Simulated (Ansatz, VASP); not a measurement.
## Two plane-wave programs on Y

INCAR

```
SYSTEM = Y
ALGO     = Normal         ! electronic algorithm
EDIFF    = 1E-6           ! SCF threshold, eV
EDIFFG   = -0.01          ! ionic threshold
ENCUT    = 600            ! plane-wave cutoff, eV
GGA      = RP             ! functional
IBRION   = 2              ! ionic algorithm
ISIF     = 3              ! what is computed and relaxed
ISMEAR   = -1             ! smearing method
LASPH    = .TRUE.         ! aspherical terms in the spheres
LCHARG   = .FALSE.        ! write CHGCAR
LREAL    = .FALSE.        ! projectors in reciprocal space
LWAVE    = .FALSE.        ! write WAVECAR
NELM     = 100            ! most SCF steps
NSW      = 80             ! ionic steps
PREC     = Accurate       ! precision mode
SIGMA    = 0.1            ! smearing width, eV
```

File KPOINTS:

```
k-points
0
G
  7 7 9
  0 0 0
```

POSCAR

```
Y
1.0
    5.7138984743      0.0000000000      0.0000000000
   -2.8569492371      4.9483812334      0.0000000000
    0.0000000000      0.0000000000      3.5026197647
Y
3
Direct
    0.0000000000      0.0000000000      0.0000000000
    0.3333333333      0.6666666667      0.5000000000
    0.6666666667      0.3333333333      0.5000000000
```

Input for Ansatz:

```yaml
crystal:
  lattice:
    - [5.7138984743, 0.0, 0.0]
    - [-2.8569492371, 4.9483812334, 0.0]
    - [0.0, 0.0, 3.5026197647]
  atoms:
    - { symbol: "Y", position: [0.0, 0.0, 0.0] }
    - { symbol: "Y", position: [0.3333333333, 0.6666666667, 0.5] }
    - { symbol: "Y", position: [0.6666666667, 0.3333333333, 0.5] }
hamiltonian:
  xc: rpbe
  pseudopotentials:
    kind: paw
    azcp:
      "Y": "pseudopotentials/Y.paw.azcp"
basis:
  ecutwfc: 420
  fft_grid_basis: typed
kpoints:
  mp_grid: { grid: [7, 7, 9], shift: [0, 0, 0] }
magnetization:
  spin_polarized: false
scf:
  occupations: { method: fermi_dirac, width: 0.1 }
relax:
  max_steps: 60
  f_tol: 0.01
  cell: {}
```

Alike in both runs: task relaxation of cell and atoms; functional RPBE; k mesh 7 × 7 × 9; occupations fermi-dirac, width 0.1 eV; no spin polarisation.

|  | VASP | Ansatz |
| --- | --- | --- |
| version | VASP 6.6.1 | Ansatz 0.2.0 |
| potentials or method | VASP PAW PBE potentials, release 64 (Y_sv), cutoff 600 eV | plane waves (420 eV) with PAW, scalar-relativistic |
| valence electrons in the cell | 33 | 33 |

```tsv
	VASP	Ansatz	Ansatz less VASP
relaxed volume (Å³/atom)	33.81	33.87	+0.067
relaxed cell length with the largest relative difference (Å)	5.724	5.729	+0.0050
```

VASP's potentials were made for PBE, not for RPBE.
